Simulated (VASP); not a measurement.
# C (P-3m1) in VASP: further runs, part 2 of 2

VASP 6.6.1. Earlier steps stand in the parts before.

**3. Single point, PBE (the distance across one plane changed)**

INCAR reads:

```
PREC     = Accurate       # precision mode
ENCUT    = 520            # plane-wave cutoff, eV
EDIFF    = 1E-7           # SCF threshold, eV
ISMEAR   = 0              # smearing method
SIGMA    = 0.05           # smearing width, eV
LREAL    = False          # projectors in reciprocal space
LASPH    = True           # aspherical terms in the spheres
NELM     = 100            # most SCF steps
ALGO     = Normal         # electronic algorithm
ISIF     = 2              # what is computed and relaxed
LWAVE    = False          # write WAVECAR
LCHARG   = False          # write CHGCAR
GGA      = PE             # functional
NBANDS   = 36             # bands
```

KPOINTS reads:

```
regular mesh
0
Gamma
  10 10 2
```

POSCAR reads:

```
C
1.0
    1.7857375322     -1.7857375322      0.0000000000
    1.7857375322      0.0000000000     -1.7857375322
    7.2872876961      7.2872876961      7.2872876961
C
12
Direct
    0.6666666667      0.6666666667      0.2655016753
    0.0000000000      0.0000000000      0.1021361355
    0.3333333333      0.3333333333      0.4288672151
    0.6666666667      0.6666666667      0.7555982947
    1.0000000000      1.0000000000      0.5922327549
    0.3333333333      0.3333333333      0.9189638345
    0.6666666667      0.6666666667      0.3880258301
    1.0000000000      1.0000000000      0.2246602903
    0.3333333333      0.3333333333      0.5513913699
    0.6666666667      0.6666666667      0.8781224495
    0.0000000000      0.0000000000      0.7147569097
    0.3333333333      0.3333333333      0.0612947505
```

Potentials or basis: VASP PAW PBE potentials, release 64 (C).

On the command line:

```
$ cat potpaw_PBE.64/C/POTCAR > POTCAR
$ mpirun -np 1 vasp_std > vasp.out
```

OUTCAR:

```text
PREC = Accurate
   ENCUT = 520
   EDIFF = 1E-7
   ISMEAR = 0
   LREAL = False
   LASPH = True
   NELM = 100
   ISIF = 2
   GGA = PE

 ion  position               nearest neighbor table
   1  0.667  0.667  0.266-   7 1.55   8 1.55   8 1.55   8 1.55
   2  0.000  0.000  0.102-   8 1.55  12 1.55  12 1.55  12 1.55
   3  0.333  0.333  0.429-   9 1.55   7 1.55   7 1.55   7 1.55
   4  0.667  0.667  0.756-  10 1.55  11 1.55  11 1.55  11 1.55
   5  0.000  0.000  0.592-  11 1.55   9 1.55   9 1.55   9 1.55
   6  0.333  0.333  0.919-  10 1.55  10 1.55  10 1.55  12 1.80
   7  0.667  0.667  0.388-   1 1.55   3 1.55   3 1.55   3 1.55
   8  0.000  0.000  0.225-   2 1.55   1 1.55   1 1.55   1 1.55
   9  0.333  0.333  0.551-   3 1.55   5 1.55   5 1.55   5 1.55
  10  0.667  0.667  0.878-   4 1.55   6 1.55   6 1.55   6 1.55
  11  0.000  0.000  0.715-   5 1.55   4 1.55   4 1.55   4 1.55
  12  0.333  0.333  0.061-   2 1.55   2 1.55   2 1.55   6 1.80

  LATTYP: Found a hexagonal cell.
 ALAT       =     2.5254142369
[... 217 lines left out ...]
      5      -8.6698      2.00000
      6      -6.4369      2.00000
[... 925 lines left out ...]
     35      18.8531      0.00000
     36      19.7509      0.00000

 [... further k-points ...]

------------------------ aborting loop because EDIFF is reached ----------------------------------------

  FORCE on cell =-STRESS in cart. coord.  units (eV):
  Direction    XX          YY          ZZ          XY          YZ          ZX
  --------------------------------------------------------------------------------------
  -------------------------------------------------------------------------------------
  Total       -2.1178569     -2.1178569     -2.1178569     -2.0675345     -2.0675345     -2.0675345
  in kB      -48.6726260    -48.6726260    -48.6726260    -47.5161143    -47.5161143    -47.5161143
  external PRESSURE =     -48.6726260 kB  Pullay stress =       0.0000000 kB

 VOLUME and BASIS-vectors are now :
 -----------------------------------------------------------------------------
  energy-cutoff  :      520.00
  volume of cell :       69.71
      direct lattice vectors                 reciprocal lattice vectors
     1.785737532 -1.785737532  0.000000000     0.186664237 -0.373328473  0.186664237
     1.785737532  0.000000000 -1.785737532     0.186664237  0.186664237 -0.373328473
     7.287287696  7.287287696  7.287287696     0.045741756  0.045741756  0.045741756

 POSITION                                       TOTAL-FORCE (eV/Angst)
 -----------------------------------------------------------------------------------
      4.31577      0.74430      0.74430        -0.012651     -0.012651     -0.012651
      0.74430      0.74430      0.74430        -0.752091     -0.752091     -0.752091
      4.31577      2.53003      2.53003        -0.000808     -0.000808     -0.000808
      7.88725      4.31577      4.31577        -0.059931     -0.059931     -0.059931
      4.31577      4.31577      4.31577        -0.003453     -0.003453     -0.003453
      7.88725      6.10151      6.10151         1.087530      1.087530      1.087530
      5.20864      1.63716      1.63716         0.003453      0.003453      0.003453
      1.63716      1.63716      1.63716         0.059931      0.059931      0.059931
      5.20864      3.42290      3.42290         0.000808      0.000808      0.000808
      8.78011      5.20864      5.20864         0.752091      0.752091      0.752091
      5.20864      5.20864      5.20864         0.012651      0.012651      0.012651
      1.63716     -0.14857     -0.14857        -1.087530     -1.087530     -1.087530
 -----------------------------------------------------------------------------------
    total drift:                                0.000003      0.000003      0.000003

  FREE ENERGIE OF THE ION-ELECTRON SYSTEM (eV)
  ---------------------------------------------------
  free  energy   TOTEN  =      -108.6393547344 eV

  energy  without entropy=     -108.6393547344  energy(sigma->0) =     -108.63935473
```

OSZICAR:

```text
N       E                     dE             d eps       ncg     rms          rms(c)
DAV:   1     0.127856600357E+03    0.12786E+03   -0.25344E+04  2016   0.130E+03
DAV:   2    -0.103084839507E+03   -0.23094E+03   -0.21856E+03  2608   0.254E+02
DAV:   3    -0.112183639318E+03   -0.90988E+01   -0.90304E+01  2688   0.467E+01
DAV:   4    -0.112295573622E+03   -0.11193E+00   -0.11165E+00  2688   0.550E+00
DAV:   5    -0.112297859344E+03   -0.22857E-02   -0.22841E-02  2612   0.757E-01    0.133E+01
DAV:   6    -0.109542859279E+03    0.27550E+01   -0.19033E+00  2424   0.655E+00    0.795E+00
DAV:   7    -0.108634770768E+03    0.90809E+00   -0.23097E+00  2364   0.736E+00    0.167E+00
DAV:   8    -0.108639237905E+03   -0.44671E-02   -0.64716E-02  2576   0.129E+00    0.300E-01
DAV:   9    -0.108639248699E+03   -0.10794E-04   -0.51434E-03  2576   0.396E-01    0.514E-02
DAV:  10    -0.108639302728E+03   -0.54029E-04   -0.33240E-04  2596   0.995E-02    0.325E-02
DAV:  11    -0.108639337835E+03   -0.35107E-04   -0.35983E-05  2692   0.395E-02    0.147E-02
DAV:  12    -0.108639354644E+03   -0.16809E-04   -0.19930E-05  2504   0.279E-02    0.393E-03
DAV:  13    -0.108639354683E+03   -0.39457E-07   -0.12339E-06  2656   0.689E-03    0.275E-03
DAV:  14    -0.108639354734E+03   -0.51061E-07   -0.46024E-07  2596   0.536E-03
   1 F= -.10863935E+03 E0= -.10863935E+03  d E =-.165611E-15
```

Run time: 2.4 min. Hardware: 1 thread of Intel Xeon 8259CL, shared host; peak memory 0.2 GiB.

What came out:

- Free energy: -108.6394 eV
- Pressure: -4.9 GPa
- Largest force: 1.884 eV/Å
- Band gap on the k mesh: 3.83 eV

Forces in eV/Å, atoms in the order of the input:
```
C   -0.013 -0.013 -0.013
C   -0.752 -0.752 -0.752
C   -0.001 -0.001 -0.001
C   -0.060 -0.060 -0.060
C   -0.003 -0.003 -0.003
C    1.088  1.088  1.088
C    0.003  0.003  0.003
C    0.060  0.060  0.060
C    0.001  0.001  0.001
C    0.752  0.752  0.752
C    0.013  0.013  0.013
C   -1.088 -1.088 -1.088
```

Levels at points of the mesh, in eV from the valence-band top:
```csv
k point,band 21,band 22,band 23,band 24,band 25,band 26,band 27,band 28
"(0.00, 0.00, 0.00)",-0.95,-0.19,-0.19,0.00,4.59,5.61,5.61,6.68
"(0.50, 0.00, 0.00)",-4.18,-3.89,-3.00,-2.72,4.10,4.71,5.03,5.45
"(0.00, 0.00, 0.50)",-0.53,-0.53,-0.39,-0.39,5.05,5.82,5.82,6.20
"(0.50, 0.00, 0.50)",-3.60,-3.40,-3.22,-3.18,4.29,4.86,5.07,5.73
```

Caveat: the cell differs from its parent crystal (the distance across one plane changed); the cell stands under tension; forces of over 1 eV/Å act on the atoms, so gaps and moduli don't describe the material at rest. A k mesh can miss the band edges.
